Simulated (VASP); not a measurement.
# Ta3BN3 (I4mm) in VASP: single point with PBE

Aim: the single point of Ta3BN3 with PBE.

All numbers are computed with VASP 6.6.1; they aren't measurements. Logs are shortened: lines on timing, memory, paths and dates and some standing lists are left out, and cuts for length are marked.

## 1. The cell of the first run

Symmetry: I4mm, No. 107, tetragonal system. Conventional cell: a = 4.367 Å, b = 4.367 Å, c = 8.657 Å, α = 90.00°, β = 90.00°, γ = 90.00°. Ta (site symmetry 2mm) has 4 N at 2.13 to 2.20 Å and 2 B at 2.19 Å within 2.8 Å. Ta (site symmetry 4mm) has 5 N at 2.16 to 2.18 Å and 1 B at 2.23 Å within 2.9 Å. Within 2.9 Å of B (site symmetry 4mm) lie 5 Ta at 2.19 to 2.23 Å. Within 2.8 Å of N (site symmetry 2mm) lie 4 Ta at 2.13 to 2.20 Å. N (site symmetry 4mm) has 5 Ta at 2.16 to 2.18 Å within 2.9 Å.

## 2. Single point, PBE

File INCAR:

```
  PREC = Accurate
  ENCUT = 520
  EDIFF = 1E-6
  ISMEAR = 0
  SIGMA = 0.1
  LREAL = F
  LASPH = T
  NELM = 100
  ALGO = Normal
  ISIF = 2
  LWAVE = F
  LCHARG = T
  GGA = PE
  LELF = T
  LVHAR = T
  NBANDS = 34
```

File KPOINTS:

```
Automatic mesh
0
Gamma
  10 10 10
```

File POSCAR:

```
Ta3BN3
1.0
   -2.1836164379      2.1836164379      4.3284483489
    2.1836164379     -2.1836164379      4.3284483489
    2.1836164379      2.1836164379     -4.3284483489
Ta B N
3 1 3
Direct
    0.6145317377      0.1145317377      0.5000000000
    0.1145317377      0.6145317377      0.5000000000
    0.8595763377      0.8595763377      0.0000000000
    0.6018464319      0.6018464319      0.0000000000
    0.8607077053      0.3607077053      0.5000000000
    0.3607077053      0.8607077053      0.5000000000
    0.1087555843      0.1087555843      0.0000000000
```

Potentials or basis: VASP PAW PBE potentials, release 64 (Ta_pv, B, N).

On the command line:

```sh
> cat potpaw_PBE.64/Ta_pv/POTCAR potpaw_PBE.64/B/POTCAR potpaw_PBE.64/N/POTCAR > POTCAR
> mpirun -np 1 vasp_std > vasp.out
```

OUTCAR:

```text
PREC = Accurate
   ENCUT = 520
   EDIFF = 1E-6
   ISMEAR = 0
   LREAL = F
   LASPH = T
   NELM = 100
   ISIF = 2
   GGA = PE

 ion  position               nearest neighbor table
   1  0.615  0.115  0.500-   5 2.13   7 2.18   7 2.18   4 2.19   4 2.19   6 2.20   3 3.04   3 3.04
                             2 3.09   2 3.09   2 3.09   2 3.09   3 3.10   3 3.10
   2  0.115  0.615  0.500-   6 2.13   7 2.18   7 2.18   4 2.19   4 2.19   5 2.20   3 3.04   3 3.04
                             1 3.09   1 3.09   1 3.09   1 3.09   3 3.10   3 3.10
   3  0.860  0.860  0.000-   7 2.16   5 2.18   6 2.18   5 2.18   6 2.18   4 2.23   1 3.04   2 3.04
                             1 3.04   2 3.04   2 3.10   1 3.10   1 3.10   2 3.10
   4  0.602  0.602  0.000-   2 2.19   1 2.19   1 2.19   2 2.19   3 2.23
   5  0.861  0.361  0.500-   1 2.13   3 2.18   3 2.18   2 2.20
   6  0.361  0.861  0.500-   2 2.13   3 2.18   3 2.18   1 2.20
   7  0.109  0.109  0.000-   3 2.16   2 2.18   1 2.18   1 2.18   2 2.18

  LATTYP: Found a body centered tetragonal cell.
 ALAT       =     4.3672328758
 C/A-ratio  =     1.9822383976

  Lattice vectors:

 A1 = (  -2.1836164379,   2.1836164379,   4.3284483489)
 A2 = (   2.1836164379,  -2.1836164379,   4.3284483489)
 A3 = (   2.1836164379,   2.1836164379,  -4.3284483489)

Analysis of symmetry for initial positions (statically):
=====================================================================
 Subroutine PRICEL returns:
 Original cell was already a primitive cell.

 Routine SETGRP: Setting up the symmetry group for a
 body centered tetragonal supercell.

 Subroutine GETGRP returns: Found  8 space group operations
 (whereof  8 operations were pure point group operations)
 out of a pool of 16 trial point group operations.

The static configuration has the point symmetry C_4v.

Analysis of symmetry for dynamics (positions and initial velocities):
=====================================================================
 Subroutine PRICEL returns:
 Original cell was already a primitive cell.

 Routine SETGRP: Setting up the symmetry group for a
 body centered tetragonal supercell.

 Subroutine GETGRP returns: Found  8 space group operations
 (whereof  8 operations were pure point group operations)
 out of a pool of 16 trial point group operations.

The dynamic configuration has the point symmetry C_4v.

 Subroutine INISYM returns: Found  8 space group operations
 (whereof  8 operations are pure point group operations),
 and found     1 'primitive' translations

----------------------------------------------------------------------------------------

                                     Primitive cell

  volume of cell :      82.5553

  direct lattice vectors                    reciprocal lattice vectors
    -2.183616438  2.183616438  4.328448349     0.000000000  0.228977943  0.115514836
     2.183616438 -2.183616438  4.328448349     0.228977943  0.000000000  0.115514836
     2.183616438  2.183616438 -4.328448349     0.228977943  0.228977943  0.000000000

  length of vectors
     5.317125784  5.317125784  5.317125784     0.256465545  0.256465545  0.323823712

  position of ions in fractional coordinates (direct lattice)
     0.614531738  0.114531738  0.500000000
     0.114531738  0.614531738  0.500000000
     0.859576338  0.859576338  0.000000000
     0.601846432  0.601846432  0.000000000
     0.860707705  0.360707705  0.500000000
     0.360707705  0.860707705  0.500000000
     0.108755584  0.108755584  0.000000000

  ion indices of the primitive-cell ions
   primitive index   ion index
                 1           1
                 2           2
                 3           3
                 4           4
                 5           5
                 6           6
                 7           7

----------------------------------------------------------------------------------------

 KPOINTS: Automatic mesh

Automatic generation of k-mesh.
 Grid dimensions read from file:
 generate k-points for:   10   10   10

 Generating k-lattice:

  Cartesian coordinates                     Fractional coordinates (reciprocal lattice)
     0.000000000  0.022897794  0.011551484     0.100000000  0.000000000 -0.000000000
     0.022897794  0.000000000  0.011551484     0.000000000  0.100000000 -0.000000000
     0.022897794  0.022897794  0.000000000     0.000000000  0.000000000  0.100000000

  Length of vectors
     0.025646554  0.025646554  0.032382371

  Shift w.r.t. Gamma in fractional coordinates (k-lattice)
     0.000000000  0.000000000  0.000000000

 Subroutine IBZKPT returns following result:
 ===========================================

 Found    102 irreducible k-points:

 Following reciprocal coordinates:
            Coordinates               Weight
  0.000000  0.000000  0.000000      1.000000
  0.100000  0.000000 -0.000000      8.000000
  0.200000  0.000000 -0.000000      8.000000
  0.300000  0.000000 -0.000000      8.000000
  0.400000  0.000000  0.000000      8.000000
  0.500000  0.000000  0.000000      4.000000
[... 16 lines left out ...]
  0.300000  0.300000 -0.000000      8.000000
  0.400000  0.300000  0.000000     16.000000
 [... further k-points ...]
   k-points           NKPTS =    102   k-points in BZ     NKDIM =    102   number of bands    NBANDS=     34
   number of dos      NEDOS =    301   number of ions     NIONS =      7
   total plane-waves  NPLWV =  64000
   dimension x,y,z NGX =    40 NGY =   40 NGZ =   40
   dimension x,y,z NGXF=    80 NGYF=   80 NGZF=   80
   ions per type =               3   1   3
   NGX,Y,Z   is equivalent  to a cutoff of  12.51, 12.51, 12.51 a.u.
   NGXF,Y,Z  is equivalent  to a cutoff of  25.01, 25.01, 25.01 a.u.
 SYSTEM =  unknown system
   PREC   = accura    normal or accurate (medium, high low for compatibility)
   ISTART =      0    job   : 0-new  1-cont  2-samecut
   ICHARG =      2    charge: 1-file 2-atom 10-const
   ISPIN  =      1    spin polarized calculation?
   LNONCOLLINEAR =      F non collinear calculations
   LSORBIT =      F    spin-orbit coupling
   LASPH  =      T    aspherical Exc in radial PAW
   ENCUT  =  520.0 eV  38.22 Ry    6.18 a.u.   9.89  9.89  9.89*2*pi/ulx,y,z
   NELM   =    100;   NELMIN=  2; NELMDL= -5     # of ELM steps
   EDIFF  = 0.1E-05   stopping-criterion for ELM
   LREAL  =      F    real-space projection
[... 7 lines left out ...]
   TEBEG  =    0.0;   TEEND  =   0.0 temperature during run
   PSTRESS=    0.0 pullay stress
   NELECT =      51.0000    total number of electrons
   NUPDOWN=      -1.0000    fix difference up-down
   EMIN   =  10.00;   EMAX   =-10.00  energy-range for DOS
   EFERMI =   0.00;   METHOD = LEGACY
   ISMEAR =     0;   SIGMA  =   0.10  broadening in eV -4-tet -1-fermi 0-gaus
   EFERMI_NEDOS =   21; number of points for ismear=-14 and -15
   IALGO  =     38    algorithm
   IMIX   =      4    mixing-type and parameters
     AMIX     =   0.40;   BMIX     =  1.00
     AMIX_MAG =   1.60;   BMIX_MAG =  1.00
  volume/ion in A,a.u.               =      11.79        79.59
  Fermi-wavevector in a.u.,A,eV,Ry     =   1.394280  2.634807 26.449942  1.944016
  Thomas-Fermi vector in A             =   2.517844
   LORBIT       =      0    0 simple, 1 ext, 2 COOP (PROOUT), +10 PAW based schemes
   GGA     = PE    functional components
   LHFCALC =     F    Hartree Fock is set to
   AEXX    =    0.0000 exact exchange contribution
   IVDW    =     0    specifies the selected vdW correction
   LEPSILON=     F    determine dielectric tensor
   LRPA    =     F    only Hartree local field effects (RPA)
 non-spin polarized calculation
 Gauss-broadening in eV      SIGMA  =   0.10
  energy-cutoff  :      520.00
  volume of cell :       82.56
 maximum number of plane-waves:      2256
   NGX = 19   NGY = 19   NGZ = 19

 number of electron      51.0000002 magnetization

 Free energy of the ion-electron system (eV)
  ---------------------------------------------------
  ext. energy  EPLUGINS =         0.00000000
  ---------------------------------------------------
  free energy    TOTEN  =       -72.53262859 eV

  energy without entropy =      -72.52417698  energy(sigma->0) =      -72.52840278

 E-fermi :   6.0423     XC(G=0): -12.2390

 val. band max:        5.9951695508   @ k =  -0.4000  -0.4000   0.3000
 cond. band min:       6.0454552035   @ k =   0.1000   0.1000  -0.0000
 fundamental gap:      0.0502856527
 Fermi energy:         6.0422811644

 k-point     1 :       0.0000    0.0000    0.0000
  band No.  band energies     occupation
      1     -29.3938      2.00000
      2     -29.2559      2.00000
      3     -29.2559      2.00000
      4     -29.0846      2.00000
      5     -29.0846      2.00000
      6     -28.8207      2.00000
[... 26 lines left out ...]
     33       9.2729      0.00000
     34      10.3123      0.00000

 k-point     2 :       0.1000    0.0000   -0.0000
  band No.  band energies     occupation
      1     -29.3937      2.00000
      2     -29.2658      2.00000
      3     -29.2595      2.00000
      4     -29.0730      2.00000
      5     -29.0689      2.00000
      6     -28.8149      2.00000
[... 26 lines left out ...]
     33       9.6219      0.00000
     34      10.2851      0.00000

 k-point     3 :       0.2000    0.0000   -0.0000
  band No.  band energies     occupation
      1     -29.3914      2.00000
      2     -29.2877      2.00000
      3     -29.2676      2.00000
      4     -29.0425      2.00000
      5     -29.0311      2.00000
      6     -28.8035      2.00000
[... 26 lines left out ...]
     33      10.1783      0.00000
     34      10.2670      0.00000
[... 704 lines left out ...]
 k-point    23 :       0.3000    0.3000   -0.0000
  band No.  band energies     occupation
      1     -29.4098      2.00000
      2     -29.3418      2.00000
      3     -29.2980      2.00000
      4     -29.0883      2.00000
      5     -28.8590      2.00000
      6     -28.8271      2.00000
[... 26 lines left out ...]
     33      10.3741      0.00000
     34      10.9909      0.00000

 k-point    24 :       0.4000    0.3000    0.0000
  band No.  band energies     occupation
      1     -29.4283      2.00000
      2     -29.3572      2.00000
      3     -29.2870      2.00000
      4     -29.1161      2.00000
      5     -28.8650      2.00000
      6     -28.8114      2.00000
[... 26 lines left out ...]
     33      10.0797      0.00000
     34      11.0902      0.00000

 [... further k-points ...]

------------------------ aborting loop because EDIFF is reached ----------------------------------------

  FORCE on cell =-STRESS in cart. coord.  units (eV):
  Direction    XX          YY          ZZ          XY          YZ          ZX
  --------------------------------------------------------------------------------------
  -------------------------------------------------------------------------------------
  Total        0.2282409      0.2282409      0.2934142      0.0000000      0.0000000      0.0000000
  in kB        4.4295452      4.4295452      5.6943842      0.0000000      0.0000000      0.0000000
  external PRESSURE =       4.8511582 kB  Pullay stress =       0.0000000 kB

 VOLUME and BASIS-vectors are now :
 -----------------------------------------------------------------------------
  energy-cutoff  :      520.00
  volume of cell :       82.56
      direct lattice vectors                 reciprocal lattice vectors
    -2.183616438  2.183616438  4.328448349     0.000000000  0.228977943  0.115514836
     2.183616438 -2.183616438  4.328448349     0.228977943  0.000000000  0.115514836
     2.183616438  2.183616438 -4.328448349     0.228977943  0.228977943  0.000000000

 POSITION                                       TOTAL-FORCE (eV/Angst)
 -----------------------------------------------------------------------------------
      0.00000      2.18362      0.99149        -0.000000      0.000000     -0.001469
      2.18362      0.00000      0.99149         0.000000     -0.000000     -0.001469
      0.00000      0.00000      7.44126        -0.000000     -0.000000     -0.015743
      0.00000      0.00000      5.21012         0.000000      0.000000     -0.018140
     -0.00000      2.18362      3.12261         0.000000     -0.000000      0.003637
      2.18362     -0.00000      3.12261        -0.000000      0.000000      0.003637
      0.00000      0.00000      0.94149        -0.000000     -0.000000      0.029547
 -----------------------------------------------------------------------------------
    total drift:                               -0.000000     -0.000000      0.000163

  FREE ENERGIE OF THE ION-ELECTRON SYSTEM (eV)
  ---------------------------------------------------
  free  energy   TOTEN  =       -72.5326285857 eV

  energy  without entropy=      -72.5241769804  energy(sigma->0) =      -72.52840278
```

Run time: 11 min. Hardware: 1 thread of Intel Xeon 8259CL, shared host; peak memory 0.41 GiB.

What came out:

```
Free energy            : -72.5326 eV
Pressure               : 0.5 GPa
Largest force          : 0.030 eV/Å
Band gap on the k mesh : zero (an odd number of electrons rules out a gap without spin polarisation)
```

Forces on the atoms (eV/Å):
```
Ta   0.000  0.000 -0.001
Ta   0.000  0.000 -0.001
Ta   0.000  0.000 -0.016
B    0.000  0.000 -0.018
N    0.000  0.000  0.004
N    0.000  0.000  0.004
N    0.000  0.000  0.030
```

Caveat: spin-orbit coupling is left out, which moves the levels of the heavy elements; an odd number of electrons without spin polarisation forces a metal; a magnetic or distorted state may lie lower.

The gap in the log of VASP goes by the Fermi energy; the results here count the filled bands.